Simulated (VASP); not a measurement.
# Hf in VASP: further runs

Runs on Hf. Level: LDA. Tasks: single point.

Program: VASP 6.6.1. These are calculated values, not measurements. Logs are shortened: lines on timing, memory, paths and dates and some standing lists are left out, and cuts for length are marked.

**1. The cell of the first run**

The structure is cubic, space group Fm-3m (No. 225). Conventional cell: a = 4.085 Å, b = 4.085 Å, c = 4.085 Å, α = 90.00°, β = 90.00°, γ = 90.00°. Hf (site symmetry m-3m) has 12 Hf at 2.89 Å within 3.8 Å.

**2. Single point, LDA (strain -0.080 along x and y, -0.080 along z)**

The input, INCAR:

```
SYSTEM = Hf
  PREC = Accurate
  ENCUT = 520
  EDIFF = 1E-7
  ISMEAR = 0
  SIGMA = 0.15
  LREAL = .FALSE.
  LASPH = .TRUE.
  NELM = 60
  ALGO = Normal
  ISIF = 2
  LWAVE = .FALSE.
  LCHARG = .FALSE.
  NBANDS = 11
```

The input, KPOINTS:

```
Automatic mesh
0
G
  18 18 18
  0 0 0
```

The input, POSCAR:

```
Hf
1.0
    0.0000000000      2.0424000000      2.0424000000
    2.0424000000      0.0000000000      2.0424000000
    2.0424000000      2.0424000000      0.0000000000
Hf
1
Direct
    0.0000000000      0.0000000000      0.0000000000
```

Potentials or basis: VASP PAW LDA potentials, release 64 (Hf_pv).

On the command line:

```sh
$ cat potpaw_LDA.64/Hf_pv/POTCAR > POTCAR
$ mpirun -np 1 vasp_std > vasp.out
```

OUTCAR:

```text
SYSTEM = Hf
   PREC = Accurate
   ENCUT = 520
   EDIFF = 1E-7
   ISMEAR = 0
   LREAL = .FALSE.
   LASPH = .TRUE.
   NELM = 60
   ISIF = 2

 ion  position               nearest neighbor table
   1  0.000  0.000  0.000-

  LATTYP: Found a face centered cubic cell.
 ALAT       =     4.0848000000

  Lattice vectors:

 A1 = (   0.0000000000,   2.0424000000,   2.0424000000)
 A2 = (   2.0424000000,   0.0000000000,   2.0424000000)
 A3 = (   2.0424000000,   2.0424000000,   0.0000000000)

Analysis of symmetry for initial positions (statically):
=====================================================================
 Subroutine PRICEL returns:
 Original cell was already a primitive cell.

 Routine SETGRP: Setting up the symmetry group for a
 face centered cubic supercell.

 Subroutine GETGRP returns: Found 48 space group operations
 (whereof 48 operations were pure point group operations)
 out of a pool of 48 trial point group operations.

The static configuration has the point symmetry O_h .

Analysis of symmetry for dynamics (positions and initial velocities):
=====================================================================
 Subroutine PRICEL returns:
 Original cell was already a primitive cell.

 Routine SETGRP: Setting up the symmetry group for a
 face centered cubic supercell.

 Subroutine GETGRP returns: Found 48 space group operations
 (whereof 48 operations were pure point group operations)
 out of a pool of 48 trial point group operations.

The dynamic configuration has the point symmetry O_h .

 Subroutine INISYM returns: Found 48 space group operations
 (whereof 48 operations are pure point group operations),
 and found     1 'primitive' translations

----------------------------------------------------------------------------------------

                                     Primitive cell

  volume of cell :      17.0393

  direct lattice vectors                    reciprocal lattice vectors
     0.000000000  2.042400000  2.042400000    -0.244810027  0.244810027  0.244810027
     2.042400000  0.000000000  2.042400000     0.244810027 -0.244810027  0.244810027
     2.042400000  2.042400000  0.000000000     0.244810027  0.244810027 -0.244810027

  length of vectors
     2.888389780  2.888389780  2.888389780     0.424023406  0.424023406  0.424023406

  position of ions in fractional coordinates (direct lattice)
[... 83 lines left out ...]
   ISIF   =      2    stress and relaxation
   ISYM   =      2    0-nonsym 1-usesym 2-fastsym
   POTIM  = 0.5000    time-step for ionic-motion
   TEBEG  =    0.0;   TEEND  =   0.0 temperature during run
   PSTRESS=    0.0 pullay stress
   NELECT =      10.0000    total number of electrons
   NUPDOWN=      -1.0000    fix difference up-down
   EMIN   =  10.00;   EMAX   =-10.00  energy-range for DOS
   EFERMI =   0.00;   METHOD = LEGACY
   ISMEAR =     0;   SIGMA  =   0.15  broadening in eV -4-tet -1-fermi 0-gaus
   EFERMI_NEDOS =   21; number of points for ismear=-14 and -15
   IALGO  =     38    algorithm
   IMIX   =      4    mixing-type and parameters
     AMIX     =   0.40;   BMIX     =  1.00
     AMIX_MAG =   1.60;   BMIX_MAG =  1.00
  volume/ion in A,a.u.               =      17.04       114.99
  Fermi-wavevector in a.u.,A,eV,Ry     =   1.370642  2.590138 25.560714  1.878659
  Thomas-Fermi vector in A             =   2.496410
   LORBIT       =      0    0 simple, 1 ext, 2 COOP (PROOUT), +10 PAW based schemes
   GGA     = CA    functional components
   LHFCALC =     F    Hartree Fock is set to
   AEXX    =    0.0000 exact exchange contribution
   IVDW    =     0    specifies the selected vdW correction
   LEPSILON=     F    determine dielectric tensor
   LRPA    =     F    only Hartree local field effects (RPA)
 non-spin polarized calculation
 Gauss-broadening in eV      SIGMA  =   0.15
  energy-cutoff  :      520.00
  volume of cell :       17.04
 maximum number of plane-waves:       473
 NGX is ok and might be reduce to    24
   NGX = 11   NGY = 11   NGZ = 11

 number of electron      10.0000000 magnetization

 number of electron       9.9999999 magnetization

 Free energy of the ion-electron system (eV)
  ---------------------------------------------------
  ext. energy  EPLUGINS =         0.00000000
  ---------------------------------------------------
  free energy    TOTEN  =       -10.32101049 eV

  energy without entropy =      -10.30940270  energy(sigma->0) =      -10.31520660

 E-fermi :   6.7563     XC(G=0): -12.7699

 val. band max:        6.7551931056   @ k =   0.2222   0.1111   0.0556
 cond. band min:       6.7583785371   @ k =  -0.2778   0.0556   0.0000
 fundamental gap:      0.0031854315
 Fermi energy:         6.7562708450

 k-point     1 :       0.0000    0.0000    0.0000
  band No.  band energies     occupation
      1     -22.1488      2.00000
      2     -22.1488      2.00000
      3     -22.1488      2.00000
      4      -1.2174      2.00000
      5       8.0873      0.00000
      6       8.0873      0.00000
      7       8.0873      0.00000
      8      11.9677      0.00000
      9      11.9677      0.00000
     10      19.0650      0.00000
     11      19.6937      0.00000
[... 309 lines left out ...]
 k-point    24 :      -0.2222    0.0556    0.0000
  band No.  band energies     occupation
      1     -23.1464      2.00000
      2     -22.3365      2.00000
      3     -22.2462      2.00000
      4       1.1860      2.00000
      5       6.6539      1.66573
      6       8.4957      0.00000
      7       8.6948      0.00000
      8      11.1710      0.00000
      9      12.4872      0.00000
     10      19.6756      0.00000
     11      19.9853      0.00000

 [... further k-points ...]

------------------------ aborting loop because EDIFF is reached ----------------------------------------

  FORCE on cell =-STRESS in cart. coord.  units (eV):
  Direction    XX          YY          ZZ          XY          YZ          ZX
  --------------------------------------------------------------------------------------
  -------------------------------------------------------------------------------------
  Total        3.3979382      3.3979382      3.3979382     -0.0000000      0.0000000     -0.0000000
  in kB      319.5020521    319.5020521    319.5020521     -0.0000000      0.0000000     -0.0000000
  external PRESSURE =     319.5020521 kB  Pullay stress =       0.0000000 kB

 VOLUME and BASIS-vectors are now :
 -----------------------------------------------------------------------------
  energy-cutoff  :      520.00
  volume of cell :       17.04
      direct lattice vectors                 reciprocal lattice vectors
     0.000000000  2.042400000  2.042400000    -0.244810027  0.244810027  0.244810027
     2.042400000  0.000000000  2.042400000     0.244810027 -0.244810027  0.244810027
     2.042400000  2.042400000  0.000000000     0.244810027  0.244810027 -0.244810027

 POSITION                                       TOTAL-FORCE (eV/Angst)
 -----------------------------------------------------------------------------------
      0.00000      0.00000      0.00000         0.000000      0.000000     -0.000000
 -----------------------------------------------------------------------------------
    total drift:                               -0.000000      0.000000      0.000000

  FREE ENERGIE OF THE ION-ELECTRON SYSTEM (eV)
  ---------------------------------------------------
  free  energy   TOTEN  =       -10.3210104917 eV

  energy  without entropy=      -10.3094027035  energy(sigma->0) =      -10.31520660
```

OSZICAR:

```text
N       E                     dE             d eps       ncg     rms          rms(c)
DAV:   1     0.141208127248E+02    0.14121E+02   -0.58664E+03  4346   0.874E+02
DAV:   2    -0.101702118983E+02   -0.24291E+02   -0.23421E+02  5344   0.165E+02
DAV:   3    -0.105697598061E+02   -0.39955E+00   -0.39719E+00  5369   0.146E+01
DAV:   4    -0.105706169165E+02   -0.85711E-03   -0.85702E-03  4821   0.790E-01
DAV:   5    -0.105706190693E+02   -0.21528E-05   -0.21531E-05  5040   0.372E-02    0.534E+01
DAV:   6    -0.103920738695E+02    0.17855E+00   -0.12892E-01  4857   0.264E+00    0.318E+01
DAV:   7    -0.103235800955E+02    0.68494E-01   -0.19476E-01  4818   0.316E+00    0.142E+00
DAV:   8    -0.103209984096E+02    0.25817E-02   -0.10226E-02  4733   0.786E-01    0.825E-02
DAV:   9    -0.103210104920E+02   -0.12082E-04   -0.85589E-05  4947   0.928E-02    0.389E-02
DAV:  10    -0.103210106449E+02   -0.15290E-06   -0.79304E-06  4717   0.217E-02    0.268E-02
DAV:  11    -0.103210104931E+02    0.15176E-06   -0.37629E-07  4845   0.512E-03    0.215E-03
DAV:  12    -0.103210104917E+02    0.14186E-08   -0.12666E-08  2413   0.996E-04
   1 F= -.10321010E+02 E0= -.10315207E+02  d E =-.116078E-01
```

Run time: 18 s. Hardware: 1 thread of Intel Xeon Platinum 8259CL at 2.50GHz (Skylake/Cascade Lake), shared host; peak memory 0.16 GiB.

Results:

* Free energy: -10.3210 eV
* Pressure: 32.0 GPa
* Band gap on the k mesh: zero (band 5 reaches 8.09 eV, above the bottom of band 6 at 5.89 eV)

Levels at points of the mesh, in eV from the Fermi level:
| k point | band 3 | band 4 | band 5 | band 6 | band 7 | band 8 |
| --- | --- | --- | --- | --- | --- | --- |
| (0.00, 0.00, 0.00) | -28.91 | -7.97 | 1.33 | 1.33 | 1.33 | 5.21 |
| (0.50, 0.00, 0.00) | -29.15 | -4.54 | 0.98 | 0.98 | 2.04 | 8.28 |
| (0.50, 0.50, 0.00) | -29.60 | -4.63 | -3.38 | 4.63 | 8.31 | 9.24 |

Caveat: the cell differs from its parent crystal (strain -0.080 along x and y, -0.080 along z); spin-orbit coupling is left out, which moves the levels of the heavy elements.

**3. Single point, LDA (strain -0.080 along x and y, +0.000 along z)**

The input, INCAR:

```
SYSTEM = Hf
  PREC = Accurate
  ENCUT = 520
  EDIFF = 1E-6
  ISMEAR = 0
  SIGMA = 0.15
  LREAL = .False.
  LASPH = .True.
  NELM = 100
  ALGO = Normal
  ISIF = 2
  LWAVE = .False.
  LCHARG = .False.
  GGA = CA
  NBANDS = 11
```

The input, KPOINTS:

```
regular mesh
0
Gamma
  18 18 18
  0 0 0
```

The input, POSCAR:

```
Hf
1.0
    0.0000000000      2.0424000000      2.2200000000
    2.0424000000      0.0000000000      2.2200000000
    2.0424000000      2.0424000000      0.0000000000
Hf
1
Direct
    0.0000000000      0.0000000000      0.0000000000
```

Potentials or basis: VASP PAW LDA potentials, release 64 (Hf_pv).

On the command line:

```sh
$ cat potpaw_LDA.64/Hf_pv/POTCAR > POTCAR
$ mpirun -np 1 vasp_std > vasp.out
```

OUTCAR:

```text
SYSTEM = Hf
   PREC = Accurate
   ENCUT = 520
   EDIFF = 1E-6
   ISMEAR = 0
   LREAL = .False.
   LASPH = .True.
   NELM = 100
   ISIF = 2
   GGA = CA

 ion  position               nearest neighbor table
   1  0.000  0.000  0.000-

  LATTYP: Found a body centered tetragonal cell.
 ALAT       =     2.8883897798
 C/A-ratio  =     1.5371886548

  Lattice vectors:

 A1 = (  -2.0424000000,   0.0000000000,   2.2200000000)
 A2 = (   2.0424000000,   0.0000000000,   2.2200000000)
 A3 = (   0.0000000000,   2.0424000000,  -2.2200000000)
[... 515 lines left out ...]

 [... further k-points ...]

------------------------ aborting loop because EDIFF is reached ----------------------------------------

  FORCE on cell =-STRESS in cart. coord.  units (eV):
  Direction    XX          YY          ZZ          XY          YZ          ZX
  --------------------------------------------------------------------------------------
  -------------------------------------------------------------------------------------
  Total        1.9698817      1.9698817      1.5178694      0.0000000     -0.0000000     -0.0000000
  in kB      170.4065003    170.4065003    131.3047413      0.0000000     -0.0000000     -0.0000000
  external PRESSURE =     157.3725806 kB  Pullay stress =       0.0000000 kB

 VOLUME and BASIS-vectors are now :
 -----------------------------------------------------------------------------
  energy-cutoff  :      520.00
  volume of cell :       18.52
      direct lattice vectors                 reciprocal lattice vectors
     0.000000000  2.042400000  2.220000000    -0.244810027  0.244810027  0.225225225
     2.042400000  0.000000000  2.220000000     0.244810027 -0.244810027  0.225225225
     2.042400000  2.042400000  0.000000000     0.244810027  0.244810027 -0.225225225

 POSITION                                       TOTAL-FORCE (eV/Angst)
 -----------------------------------------------------------------------------------
      0.00000      0.00000      0.00000         0.000000      0.000000      0.000000
 -----------------------------------------------------------------------------------
    total drift:                               -0.000000      0.000000      0.000000

  FREE ENERGIE OF THE ION-ELECTRON SYSTEM (eV)
  ---------------------------------------------------
  free  energy   TOTEN  =       -10.5248584985 eV

  energy  without entropy=      -10.5101708163  energy(sigma->0) =      -10.51751466
```

Run time: 38 s. Hardware: 1 thread of Intel Xeon Platinum 8259CL at 2.50GHz (Skylake/Cascade Lake), shared host; peak memory 0.21 GiB.

Results:

```
Free energy            : -10.5249 eV
Pressure               : 15.7 GPa
Band gap on the k mesh : zero (band 5 reaches 6.95 eV, above the bottom of band 6 at 5.12 eV)
```

Caveat: the cell differs from its parent crystal (strain -0.080 along x and y, +0.000 along z); spin-orbit coupling is left out, which moves the levels of the heavy elements.

**4. Single point, LDA (strain +0.000 along x and y, +0.080 along z)**

The input, INCAR:

```
PREC = Accurate ; ENCUT = 520
EDIFF = 1E-6 ; ISMEAR = 0
SIGMA = 0.15 ; LREAL = F
LASPH = T ; NELM = 100
ALGO = Normal ; ISIF = 2
LWAVE = F ; LCHARG = F
NBANDS = 11
```

The input, KPOINTS:

```
Automatic mesh
0
Gamma
  18 18 18
```

The input, POSCAR:

```
Hf
1.0
    0.0000000000      2.2200000000      2.3976000000
    2.2200000000      0.0000000000      2.3976000000
    2.2200000000      2.2200000000      0.0000000000
Hf
1
Direct
    0.0000000000      0.0000000000      0.0000000000
```

On the command line:

```sh
$ cat potpaw_LDA.64/Hf_pv/POTCAR > POTCAR
$ mpirun -np 1 vasp_std > vasp.out
```

Run time: 43 s. Hardware: 1 thread of Intel Xeon Platinum 8259CL at 2.50GHz (Skylake/Cascade Lake), shared host; peak memory 0.23 GiB.

It converged, with:

```
Free energy            : -10.5057 eV
Pressure               : -12.1 GPa
Band gap on the k mesh : zero (band 5 reaches 5.22 eV, above the bottom of band 6 at 3.59 eV)
```

Stress tensor (GPa, compression positive):
```
-10.89   0.00   0.00
  0.00 -10.89   0.00
  0.00   0.00 -14.61
```

Levels at points of the mesh, in eV from the Fermi level:
```csv
k point,band 2,band 3,band 4,band 5,band 6,band 7,band 8,band 9
"(0.00, 0.00, 0.00)",-30.05,-30.05,-6.95,0.76,1.64,1.64,3.18,4.45
"(0.50, 0.00, 0.00)",-30.18,-30.10,-3.46,0.59,0.66,1.57,5.60,6.03
"(0.50, 0.50, 0.00)",-30.24,-30.24,-3.17,-1.86,1.66,5.92,6.38,6.38
"(0.50, 0.00, 0.50)",-30.39,-30.27,-2.97,-1.96,2.79,5.64,5.91,6.90
```

Caveat: the cell differs from its parent crystal (strain +0.000 along x and y, +0.080 along z); spin-orbit coupling is left out, which moves the levels of the heavy elements.

**5. The runs side by side**

```csv
cell,gap on the mesh (eV),pressure (GPa)
"a = 2.888 Å, angles 60.0°, 1 atom",none,32.0
"a = 3.017, b = 3.017, c = 2.888 Å, angles 61.4, 61.4, 57.2°, 1 atom",none,15.7
"a = 3.268, b = 3.268, c = 3.140 Å, angles 61.3, 61.3, 57.4°, 1 atom",none,-12.1
```

Alike in all rows: task single point; level LDA; potentials or basis VASP PAW LDA potentials, release 64 (Hf_pv); no spin polarisation; k mesh 18 × 18 × 18; cutoff (eV) 520; smearing gaussian 0.15 eV.

Caveats: spin-orbit coupling is left out, which moves the levels of the heavy elements.

Absolute energies hang on the potentials; compare differences alone.
